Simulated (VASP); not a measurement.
# Ta (Im-3m) in VASP: single point with PBEsol

Aim: the single point of Ta with PBEsol.

Program: VASP 6.6.1. These are calculated values, not measurements. Logs are shortened: lines on timing, memory, paths and dates and some standing lists are left out, and cuts for length are marked.

### Step 1. The cell of the first run

Symmetry: Im-3m, No. 229, cubic system. The conventional cell has a = 3.310 Å, b = 3.310 Å, c = 3.310 Å, α = 90.00°, β = 90.00°, γ = 90.00°. Ta (site symmetry m-3m) has 14 Ta at 2.87 to 3.31 Å within 3.8 Å.

### Step 2. Single point, PBEsol

File INCAR:

```
SYSTEM = Ta
  PREC = Accurate
  ENCUT = 520
  EDIFF = 1E-6
  ISMEAR = 0
  SIGMA = 0.05
  LREAL = .False.
  LASPH = .True.
  NELM = 80
  ALGO = Normal
  ISIF = 2
  LWAVE = .False.
  LCHARG = .True.
  GGA = PS
  LELF = .True.
  LVHAR = .True.
  NBANDS = 12
```

File KPOINTS:

```
regular mesh
0
Gamma
  14 14 14
  0 0 0
```

File POSCAR:

```
Ta
1.0
   -1.6549986157      1.6549986157      1.6549986157
    1.6549986157     -1.6549986157      1.6549986157
    1.6549986157      1.6549986157     -1.6549986157
Ta
1
Direct
    0.0000000000      0.0000000000      0.0000000000
```

Potentials or basis: VASP PAW PBE potentials, release 64 (Ta_pv).

Run with:

```console
$ cat potpaw_PBE.64/Ta_pv/POTCAR > POTCAR
$ mpirun -np 1 vasp_std > vasp.out
```

OUTCAR:

```text
SYSTEM = Ta
   PREC = Accurate
   ENCUT = 520
   EDIFF = 1E-6
   ISMEAR = 0
   LREAL = .False.
   LASPH = .True.
   NELM = 80
   ISIF = 2
   GGA = PS

 ion  position               nearest neighbor table
   1  0.000  0.000  0.000-

  LATTYP: Found a body centered cubic cell.
 ALAT       =     3.3099972314

  Lattice vectors:

 A1 = (  -1.6549986157,   1.6549986157,   1.6549986157)
 A2 = (   1.6549986157,  -1.6549986157,   1.6549986157)
 A3 = (   1.6549986157,   1.6549986157,  -1.6549986157)

Analysis of symmetry for initial positions (statically):
=====================================================================
 Subroutine PRICEL returns:
 Original cell was already a primitive cell.

 Routine SETGRP: Setting up the symmetry group for a
 body centered cubic supercell.

 Subroutine GETGRP returns: Found 48 space group operations
 (whereof 48 operations were pure point group operations)
 out of a pool of 48 trial point group operations.

The static configuration has the point symmetry O_h .

Analysis of symmetry for dynamics (positions and initial velocities):
=====================================================================
 Subroutine PRICEL returns:
 Original cell was already a primitive cell.

 Routine SETGRP: Setting up the symmetry group for a
 body centered cubic supercell.

 Subroutine GETGRP returns: Found 48 space group operations
 (whereof 48 operations were pure point group operations)
 out of a pool of 48 trial point group operations.

The dynamic configuration has the point symmetry O_h .

 Subroutine INISYM returns: Found 48 space group operations
 (whereof 48 operations are pure point group operations),
 and found     1 'primitive' translations

----------------------------------------------------------------------------------------

                                     Primitive cell

  volume of cell :      18.1323

  direct lattice vectors                    reciprocal lattice vectors
    -1.654998616  1.654998616  1.654998616     0.000000000  0.302115056  0.302115056
     1.654998616 -1.654998616  1.654998616     0.302115056  0.000000000  0.302115056
     1.654998616  1.654998616 -1.654998616     0.302115056  0.302115056  0.000000000

  length of vectors
     2.866541689  2.866541689  2.866541689     0.427255210  0.427255210  0.427255210

  position of ions in fractional coordinates (direct lattice)
     0.000000000  0.000000000  0.000000000

  ion indices of the primitive-cell ions
   primitive index   ion index
                 1           1

----------------------------------------------------------------------------------------

 KPOINTS: regular mesh

Automatic generation of k-mesh.
 Grid dimensions read from file:
 generate k-points for:   14   14   14

 Generating k-lattice:

  Cartesian coordinates                     Fractional coordinates (reciprocal lattice)
     0.000000000  0.021579647  0.021579647     0.071428571  0.000000000  0.000000000
     0.021579647  0.000000000  0.021579647     0.000000000  0.071428571  0.000000000
     0.021579647  0.021579647  0.000000000     0.000000000  0.000000000  0.071428571

  Length of vectors
     0.030518229  0.030518229  0.030518229

  Shift w.r.t. Gamma in fractional coordinates (k-lattice)
     0.000000000  0.000000000  0.000000000

 Subroutine IBZKPT returns following result:
 ===========================================

 Found    104 irreducible k-points:

 Following reciprocal coordinates:
            Coordinates               Weight
  0.000000  0.000000  0.000000      1.000000
  0.071429  0.000000  0.000000     12.000000
  0.142857  0.000000  0.000000     12.000000
  0.214286  0.000000  0.000000     12.000000
  0.285714  0.000000  0.000000     12.000000
  0.357143  0.000000  0.000000     12.000000
[... 16 lines left out ...]
  0.285714  0.285714  0.000000     24.000000
  0.357143  0.285714  0.000000     24.000000
 [... further k-points ...]
   k-points           NKPTS =    104   k-points in BZ     NKDIM =    104   number of bands    NBANDS=     12
   number of dos      NEDOS =    301   number of ions     NIONS =      1
   total plane-waves  NPLWV =  13824
   dimension x,y,z NGX =    24 NGY =   24 NGZ =   24
   dimension x,y,z NGXF=    48 NGYF=   48 NGZF=   48
   ions per type =               1
   NGX,Y,Z   is equivalent  to a cutoff of  13.92, 13.92, 13.92 a.u.
   NGXF,Y,Z  is equivalent  to a cutoff of  27.84, 27.84, 27.84 a.u.
 SYSTEM =  Ta
   PREC   = accura    normal or accurate (medium, high low for compatibility)
   ISTART =      0    job   : 0-new  1-cont  2-samecut
   ICHARG =      2    charge: 1-file 2-atom 10-const
   ISPIN  =      1    spin polarized calculation?
   LNONCOLLINEAR =      F non collinear calculations
   LSORBIT =      F    spin-orbit coupling
   LASPH  =      T    aspherical Exc in radial PAW
   ENCUT  =  520.0 eV  38.22 Ry    6.18 a.u.   5.33  5.33  5.33*2*pi/ulx,y,z
   NELM   =     80;   NELMIN=  2; NELMDL= -5     # of ELM steps
   EDIFF  = 0.1E-05   stopping-criterion for ELM
   LREAL  =      F    real-space projection
   EDIFFG = 0.1E-04   stopping-criterion for IOM
   NSW    =      0    number of steps for IOM
   IBRION =     -1    ionic relax: 0-MD 1-quasi-New 2-CG
   NFREE  =      0    steps in history (QN), initial steepest desc. (CG)
   ISIF   =      2    stress and relaxation
   ISYM   =      2    0-nonsym 1-usesym 2-fastsym
   POTIM  = 0.5000    time-step for ionic-motion
   TEBEG  =    0.0;   TEEND  =   0.0 temperature during run
   PSTRESS=    0.0 pullay stress
   NELECT =      11.0000    total number of electrons
   NUPDOWN=      -1.0000    fix difference up-down
   EMIN   =  10.00;   EMAX   =-10.00  energy-range for DOS
   EFERMI =   0.00;   METHOD = LEGACY
   ISMEAR =     0;   SIGMA  =   0.05  broadening in eV -4-tet -1-fermi 0-gaus
   EFERMI_NEDOS =   21; number of points for ismear=-14 and -15
   IALGO  =     38    algorithm
   IMIX   =      4    mixing-type and parameters
     AMIX     =   0.40;   BMIX     =  1.00
     AMIX_MAG =   1.60;   BMIX_MAG =  1.00
  volume/ion in A,a.u.               =      18.13       122.36
  Fermi-wavevector in a.u.,A,eV,Ry     =   1.385867  2.618908 26.131706  1.920626
  Thomas-Fermi vector in A             =   2.510236
   LORBIT       =      0    0 simple, 1 ext, 2 COOP (PROOUT), +10 PAW based schemes
   GGA     = PS    functional components
   LHFCALC =     F    Hartree Fock is set to
   AEXX    =    0.0000 exact exchange contribution
   IVDW    =     0    specifies the selected vdW correction
   LEPSILON=     F    determine dielectric tensor
   LRPA    =     F    only Hartree local field effects (RPA)
 non-spin polarized calculation
 Gauss-broadening in eV      SIGMA  =   0.05
  energy-cutoff  :      520.00
  volume of cell :       18.13
 maximum number of plane-waves:       498
 NGX is ok and might be reduce to    24
   NGX = 11   NGY = 11   NGZ = 11

 number of electron      11.0000001 magnetization

 Free energy of the ion-electron system (eV)
  ---------------------------------------------------
  ext. energy  EPLUGINS =         0.00000000
  ---------------------------------------------------
  free energy    TOTEN  =       -12.55144132 eV

  energy without entropy =      -12.55029779  energy(sigma->0) =      -12.55086955

 E-fermi :   5.2401     XC(G=0): -12.6948

 val. band max:        5.2233365397   @ k =  -0.3571   0.4286   0.1429
 cond. band min:       5.2756951156   @ k =   0.0714   0.0714   0.0714
 fundamental gap:      0.0523585758
 Fermi energy:         5.2401217809

 k-point     1 :       0.0000    0.0000    0.0000
  band No.  band energies     occupation
      1     -27.7896      2.00000
      2     -27.7896      2.00000
      3     -27.7896      2.00000
      4      -2.6359      2.00000
      5       5.9845      0.00000
      6       5.9845      0.00000
      7       5.9845      0.00000
      8       9.2314      0.00000
      9       9.2314      0.00000
     10      19.9003      0.00000
     11      20.2772      0.00000
     12      20.2772      0.00000

 k-point     2 :       0.0714    0.0000    0.0000
  band No.  band energies     occupation
      1     -27.8518      2.00000
      2     -27.8088      2.00000
      3     -27.7899      2.00000
      4      -2.4097      2.00000
      5       5.8385      0.00000
      6       5.9405      0.00000
      7       6.2063      0.00000
      8       9.0013      0.00000
      9       9.2324      0.00000
     10      19.8999      0.00000
     11      20.4780      0.00000
     12      20.6734      0.00000

 k-point     3 :       0.1429    0.0000    0.0000
  band No.  band energies     occupation
      1     -28.0228      2.00000
      2     -27.8620      2.00000
      3     -27.7909      2.00000
      4      -1.7699      2.00000
      5       5.4568      0.00000
      6       5.7357      0.00000
      7       6.8607      0.00000
      8       8.6281      0.00000
      9       9.2551      0.00000
     10      19.8988      0.00000
     11      20.8981      0.00000
     12      21.8006      0.00000
[... 286 lines left out ...]
 k-point    23 :       0.2857    0.2857    0.0000
  band No.  band energies     occupation
      1     -28.7202      2.00000
      2     -28.4137      2.00000
      3     -27.9282      2.00000
      4       2.5764      2.00000
      5       3.8760      2.00000
      6       4.6977      2.00000
      7       9.2215      0.00000
      8       9.9891      0.00000
      9      14.8623      0.00000
     10      15.1769      0.00000
     11      19.0381      0.00000
     12      19.9099      0.00000

 k-point    24 :       0.3571    0.2857    0.0000
  band No.  band energies     occupation
      1     -28.6761      2.00000
      2     -28.4997      2.00000
      3     -27.9343      2.00000
      4       2.7188      2.00000
      5       4.0187      2.00000
      6       4.5665      2.00000
      7       9.4493      0.00000
      8      10.0182      0.00000
      9      14.0927      0.00000
     10      16.2876      0.00000
     11      18.0740      0.00000
     12      19.9093      0.00000

 [... further k-points ...]
[... 5 lines left out ...]
  --------------------------------------------------------------------------------------
  -------------------------------------------------------------------------------------
  Total       -0.5662566     -0.5662566     -0.5662566     -0.0000000     -0.0000000      0.0000000
  in kB      -50.0346648    -50.0346648    -50.0346648     -0.0000000     -0.0000000      0.0000000
  external PRESSURE =     -50.0346648 kB  Pullay stress =       0.0000000 kB

 VOLUME and BASIS-vectors are now :
 -----------------------------------------------------------------------------
  energy-cutoff  :      520.00
  volume of cell :       18.13
      direct lattice vectors                 reciprocal lattice vectors
    -1.654998616  1.654998616  1.654998616     0.000000000  0.302115056  0.302115056
     1.654998616 -1.654998616  1.654998616     0.302115056  0.000000000  0.302115056
     1.654998616  1.654998616 -1.654998616     0.302115056  0.302115056  0.000000000

 POSITION                                       TOTAL-FORCE (eV/Angst)
 -----------------------------------------------------------------------------------
      0.00000      0.00000      0.00000         0.000000     -0.000000      0.000000
 -----------------------------------------------------------------------------------
    total drift:                                0.000000      0.000000     -0.000000

  FREE ENERGIE OF THE ION-ELECTRON SYSTEM (eV)
  ---------------------------------------------------
  free  energy   TOTEN  =       -12.5514413197 eV

  energy  without entropy=      -12.5502977891  energy(sigma->0) =      -12.55086955
```

Run time: 25 s. Hardware: 1 thread of Intel Xeon 8259CL, shared host; peak memory 0.15 GiB.

Results:

| Item | Value |
| --- | --- |
| Free energy | -12.5514 eV |
| Pressure | -5.0 GPa |

Levels at points of the mesh, in eV from the Fermi level:
| k point | band 3 | band 4 | band 5 | band 6 | band 7 | band 8 |
| --- | --- | --- | --- | --- | --- | --- |
| (0.00, 0.00, 0.00) | -33.03 | -7.88 | 0.74 | 0.74 | 0.74 | 3.99 |
| (0.50, 0.00, 0.00) | -33.04 | -4.33 | -1.51 | 1.61 | 3.87 | 4.89 |
| (0.50, 0.50, 0.50) | -33.84 | -3.75 | -3.75 | 6.81 | 6.81 | 6.81 |

Caveat: the PAW data sets were made with another functional, which shifts forces and pressure a little; spin-orbit coupling is left out, which moves the levels of the heavy elements.
